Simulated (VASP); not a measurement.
# ZrSe2 (P-3m1) in VASP: further runs

ZrSe2 is run at these levels: LDA; tasks: single point.

All numbers are computed with VASP 6.6.1; they aren't measurements. Logs are shortened: lines on timing, memory, paths and dates and some standing lists are left out, and cuts for length are marked.

**The experiment to reproduce.**

From “Stress-Tuned Optical Transitions in Layered 1T-MX2 (M= Hf, Zr, Sn; X= S, Se) Crystals”, 2022, arxiv:2210.12074, for a bulk crystal of ZrSe2: band gap 1.2 eV (indirect).

How close the calculation comes is told below.

## (1) The cell of the first run

The structure is trigonal, space group P-3m1 (No. 164). Conventional cell: a = 3.798 Å, b = 3.798 Å, c = 6.192 Å, α = 90.00°, β = 90.00°, γ = 120.00°. Zr (site symmetry -3m) has 6 Se at 2.68 Å within 3.5 Å. Se (site symmetry 3m) has 3 Zr at 2.68 Å within 3.5 Å.

## (2) Single point, LDA

The input, INCAR:

```
SYSTEM = ZrSe2
ALGO     = Normal         ! electronic algorithm
EDIFF    = 1E-6           ! SCF threshold, eV
ENCUT    = 500            ! plane-wave cutoff, eV
GGA      = CA             ! functional
GGA_COMPAT= .FALSE.      
ISIF     = 2              ! what is computed and relaxed
ISMEAR   = 0              ! smearing method
LASPH    = .TRUE.         ! aspherical terms in the spheres
LCHARG   = .FALSE.        ! write CHGCAR
LREAL    = .FALSE.        ! projectors in reciprocal space
LWAVE    = .FALSE.        ! write WAVECAR
NBANDS   = 19             ! bands
NELM     = 120            ! most SCF steps
PREC     = Accurate       ! precision mode
SIGMA    = 0.01           ! smearing width, eV
```

The input, KPOINTS:

```
k-points
0
G
  5 5 3
  0 0 0
```

The input, POSCAR:

```
ZrSe2
1.0
    3.7980000000      0.0000000000      0.0000000000
   -1.8990000000      3.2891640000      0.0000000000
    0.0000000000      0.0000000000      6.1920000000
Zr Se
1 2
Direct
    0.0000000000      0.0000000000      0.0000000000
    0.3333330000      0.6666670000      0.2500000000
    0.6666670000      0.3333330000      0.7500000000
```

Potentials or basis: VASP PAW LDA potentials, release 64 (Zr_sv, Se).

Started as:

```sh
cat potpaw_LDA.64/Zr_sv/POTCAR potpaw_LDA.64/Se/POTCAR > POTCAR
mpirun -np 1 vasp_std > vasp.out
```

OUTCAR:

```text
SYSTEM = ZrSe2
   EDIFF = 1E-6
   ENCUT = 500
   GGA = CA
   ISIF = 2
   ISMEAR = 0
   LASPH = .TRUE.
   LREAL = .FALSE.
   NELM = 120
   PREC = Accurate

 ion  position               nearest neighbor table
   1  0.000  0.000  0.000-   2 2.68   3 2.68   2 2.68   3 2.68   3 2.68   2 2.68
   2  0.333  0.667  0.250-   1 2.68   1 2.68   1 2.68
   3  0.667  0.333  0.750-   1 2.68   1 2.68   1 2.68

  LATTYP: Found a hexagonal cell.
 ALAT       =     3.7980000000
 C/A-ratio  =     1.6303317536

  Lattice vectors:

 A1 = (   3.7980000000,   0.0000000000,   0.0000000000)
 A2 = (  -1.8990000000,   3.2891640000,   0.0000000000)
 A3 = (   0.0000000000,   0.0000000000,   6.1920000000)

Analysis of symmetry for initial positions (statically):
=====================================================================
 Subroutine PRICEL returns:
 Original cell was already a primitive cell.

 Routine SETGRP: Setting up the symmetry group for a
 hexagonal supercell.

 Subroutine GETGRP returns: Found 12 space group operations
 (whereof 12 operations were pure point group operations)
 out of a pool of 24 trial point group operations.

The static configuration has the point symmetry D_3d.

Analysis of symmetry for dynamics (positions and initial velocities):
=====================================================================
 Subroutine PRICEL returns:
 Original cell was already a primitive cell.

 Routine SETGRP: Setting up the symmetry group for a
 hexagonal supercell.

 Subroutine GETGRP returns: Found 12 space group operations
 (whereof 12 operations were pure point group operations)
 out of a pool of 24 trial point group operations.

The dynamic configuration has the point symmetry D_3d.

 Subroutine INISYM returns: Found 12 space group operations
 (whereof 12 operations are pure point group operations),
 and found     1 'primitive' translations

----------------------------------------------------------------------------------------

                                     Primitive cell

  volume of cell :      77.3520

  direct lattice vectors                    reciprocal lattice vectors
[... 68 lines left out ...]
   ISTART =      0    job   : 0-new  1-cont  2-samecut
   ICHARG =      2    charge: 1-file 2-atom 10-const
   ISPIN  =      1    spin polarized calculation?
   LNONCOLLINEAR =      F non collinear calculations
   LSORBIT =      F    spin-orbit coupling
   LASPH  =      T    aspherical Exc in radial PAW
   ENCUT  =  500.0 eV  36.75 Ry    6.06 a.u.   6.92  6.92 11.29*2*pi/ulx,y,z
   NELM   =    120;   NELMIN=  2; NELMDL= -5     # of ELM steps
   EDIFF  = 0.1E-05   stopping-criterion for ELM
   LREAL  =      F    real-space projection
   EDIFFG = 0.1E-04   stopping-criterion for IOM
   NSW    =      0    number of steps for IOM
   IBRION =     -1    ionic relax: 0-MD 1-quasi-New 2-CG
   NFREE  =      0    steps in history (QN), initial steepest desc. (CG)
   ISIF   =      2    stress and relaxation
   ISYM   =      2    0-nonsym 1-usesym 2-fastsym
   POTIM  = 0.5000    time-step for ionic-motion
   TEBEG  =    0.0;   TEEND  =   0.0 temperature during run
   PSTRESS=    0.0 pullay stress
   NELECT =      24.0000    total number of electrons
   NUPDOWN=      -1.0000    fix difference up-down
   EMIN   =  10.00;   EMAX   =-10.00  energy-range for DOS
   EFERMI =   0.00;   METHOD = LEGACY
   ISMEAR =     0;   SIGMA  =   0.01  broadening in eV -4-tet -1-fermi 0-gaus
   EFERMI_NEDOS =   21; number of points for ismear=-14 and -15
   IALGO  =     38    algorithm
   IMIX   =      4    mixing-type and parameters
     AMIX     =   0.40;   BMIX     =  1.00
     AMIX_MAG =   1.60;   BMIX_MAG =  1.00
  volume/ion in A,a.u.               =      25.78       174.00
  Fermi-wavevector in a.u.,A,eV,Ry     =   1.108293  2.094371 16.712232  1.228314
  Thomas-Fermi vector in A             =   2.244819
   LORBIT       =      0    0 simple, 1 ext, 2 COOP (PROOUT), +10 PAW based schemes
   GGA     = CA    functional components
   LHFCALC =     F    Hartree Fock is set to
   AEXX    =    0.0000 exact exchange contribution
   IVDW    =     0    specifies the selected vdW correction
   LEPSILON=     F    determine dielectric tensor
   LRPA    =     F    only Hartree local field effects (RPA)
 non-spin polarized calculation
 Gauss-broadening in eV      SIGMA  =   0.01
  energy-cutoff  :      500.00
  volume of cell :       77.35
 maximum number of plane-waves:      1973
 NGX is ok and might be reduce to    28
   NGX = 13   NGY = 13   NGZ = 23

 number of electron      24.0000005 magnetization

 Free energy of the ion-electron system (eV)
  ---------------------------------------------------
  ext. energy  EPLUGINS =         0.00000000
  ---------------------------------------------------
  free energy    TOTEN  =       -21.54944847 eV

  energy without entropy =      -21.54944847  energy(sigma->0) =      -21.54944847

 E-fermi :   4.2635     XC(G=0):  -9.7581

 val. band max:        4.1899687826   @ k =   0.0000   0.0000   0.0000
 cond. band min:       4.5437237424   @ k =   0.0000   0.4000   0.3333
 fundamental gap:      0.3537549598
 Fermi energy:         4.2635418482

 k-point     1 :       0.0000    0.0000    0.0000
  band No.  band energies     occupation
      1     -45.0320      2.00000
      2     -23.2422      2.00000
      3     -23.1230      2.00000
      4     -23.1230      2.00000
      5      -9.0457      2.00000
      6      -7.7819      2.00000
[... 241 lines left out ...]
      6      -7.7578      2.00000
[... 11 lines left out ...]
     18      10.5598      0.00000
     19      11.5193      0.00000

------------------------ aborting loop because EDIFF is reached ----------------------------------------

  FORCE on cell =-STRESS in cart. coord.  units (eV):
  Direction    XX          YY          ZZ          XY          YZ          ZX
  --------------------------------------------------------------------------------------
  -------------------------------------------------------------------------------------
  Total       -1.5426786     -1.5426782     -0.9111951     -0.0000000      0.0000000      0.0000000
  in kB      -31.9532186    -31.9532092    -18.8734171     -0.0000000      0.0000000      0.0000000
  external PRESSURE =     -27.5932816 kB  Pullay stress =       0.0000000 kB

 VOLUME and BASIS-vectors are now :
 -----------------------------------------------------------------------------
  energy-cutoff  :      500.00
  volume of cell :       77.35
      direct lattice vectors                 reciprocal lattice vectors
     3.798000000  0.000000000  0.000000000     0.263296472  0.152014311  0.000000000
    -1.899000000  3.289164000  0.000000000     0.000000000  0.304028622  0.000000000
     0.000000000  0.000000000  6.192000000     0.000000000  0.000000000  0.161498708

 POSITION                                       TOTAL-FORCE (eV/Angst)
 -----------------------------------------------------------------------------------
      0.00000      0.00000      0.00000         0.000000      0.000000      0.000000
     -0.00000      2.19278      1.54800        -0.000000      0.000000     -0.073708
      1.89900      1.09639      4.64400         0.000000      0.000000      0.073708
 -----------------------------------------------------------------------------------
    total drift:                               -0.000000      0.000000      0.000000

  FREE ENERGIE OF THE ION-ELECTRON SYSTEM (eV)
  ---------------------------------------------------
  free  energy   TOTEN  =       -21.5494484695 eV

  energy  without entropy=      -21.5494484695  energy(sigma->0) =      -21.54944847
```

stdout:

```text
POSCAR found type information on POSCAR ZrSe
 POSCAR found :  2 types and       3 ions
 scaLAPACK will be used
 LDA part: xc-table for (Slater(with rela. corr.)+CA(PZ))
 , standard interpolation
 POSCAR, INCAR and KPOINTS ok, starting setup
 FFT: planning ... GRIDC
 FFT: planning ... GRID_SOFT
 FFT: planning ... GRID
 WAVECAR not read
 entering main loop
```

It used 22 s of CPU time on 1 thread of AMD EPYC 7R13 Processor (Zen 3), on a shared host.

What came out:

```yaml
Free_energy: -21.5494 eV
Pressure: -2.8 GPa
Largest_force: 0.074 eV/Å
Band_gap_on_the_k_mesh: 0.35 eV, indirect (least direct gap 0.94 eV)
```

Forces on the atoms (eV/Å):
```
Zr   0.000  0.000  0.000
Se   0.000  0.000 -0.074
Se   0.000  0.000  0.074
```

Stress tensor (GPa, compression positive):
```
-3.20  0.00  0.00
 0.00 -3.20  0.00
 0.00  0.00 -1.89
```

Levels at points of the mesh, in eV from the valence-band top:
```tsv
k point	band 10	band 11	band 12	band 13	band 14	band 15
(0.00, 0.00, 0.00)	-0.05	-0.05	0.00	0.94	0.94	1.46
```

## (3) Single point, LDA

The input, INCAR:

```
  PREC = Accurate
  ENCUT = 500
  EDIFF = 1E-6
  ISMEAR = 0
  SIGMA = 0.01
  LREAL = F
  LASPH = T
  NELM = 120
  ALGO = Normal
  ISIF = 2
  LWAVE = F
  LCHARG = F
  NBANDS = 19
  GGA_COMPAT = F
```

The input, KPOINTS:

```
Automatic mesh
0
Gamma
  5 5 3
```

POSCAR is that of step 2.

Potentials or basis: VASP PAW LDA potentials, release 64 (Zr_sv, Se).

Started as:

```sh
cat potpaw_LDA.64/Zr_sv/POTCAR potpaw_LDA.64/Se/POTCAR > POTCAR
mpirun -np 1 vasp_std > vasp.out
```

It used 21 s of CPU time on 1 thread of AMD EPYC 7R13 Processor (Zen 3), with other jobs on the host.

The run converged. Its results:

| Quantity | Value |
| --- | --- |
| Free energy | -21.5494 eV |
| Pressure | -2.8 GPa |
| Largest force | 0.074 eV/Å |
| Band gap on the k mesh | 0.35 eV, indirect (least direct gap 0.94 eV) |

Forces on the atoms (eV/Å):
```
Zr   0.000  0.000  0.000
Se   0.000  0.000 -0.074
Se   0.000  0.000  0.074
```

Stress tensor (GPa, compression positive):
```
-3.20  0.00  0.00
 0.00 -3.20  0.00
 0.00  0.00 -1.89
```

Levels at points of the mesh, in eV from the valence-band top:
```csv
k point,band 9,band 10,band 11,band 12,band 13,band 14,band 15,band 16
"(0.00, 0.00, 0.00)",-2.75,-0.05,-0.05,0.00,0.94,0.94,1.46,4.30
```

## (4) Comparison with measurements

Step 2. Against the measured gap of ZrSe2, 1.2 eV (indirect; quoted in “Stress-Tuned Optical Transitions in Layered 1T-MX2 (M= Hf, Zr, Sn; X= S, Se) Crystals”, 2022, arxiv:2210.12074), the calculated 0.35 eV is off by -0.85 eV. Spin-orbit coupling on Se, Zr is left out. The value is that of LDA on a finite k mesh, which can miss the band edges, without temperature or zero-point motion. Semilocal functionals fall short of measured gaps as a rule.

Step 3. Against the measured gap of ZrSe2, 1.2 eV (indirect; quoted in “Stress-Tuned Optical Transitions in Layered 1T-MX2 (M= Hf, Zr, Sn; X= S, Se) Crystals”, 2022, arxiv:2210.12074), the calculated 0.35 eV is off by -0.85 eV. Spin-orbit coupling on Se, Zr is left out. The value is that of LDA on a finite k mesh, which can miss the band edges, without temperature or zero-point motion. Semilocal functionals fall short of measured gaps as a rule.
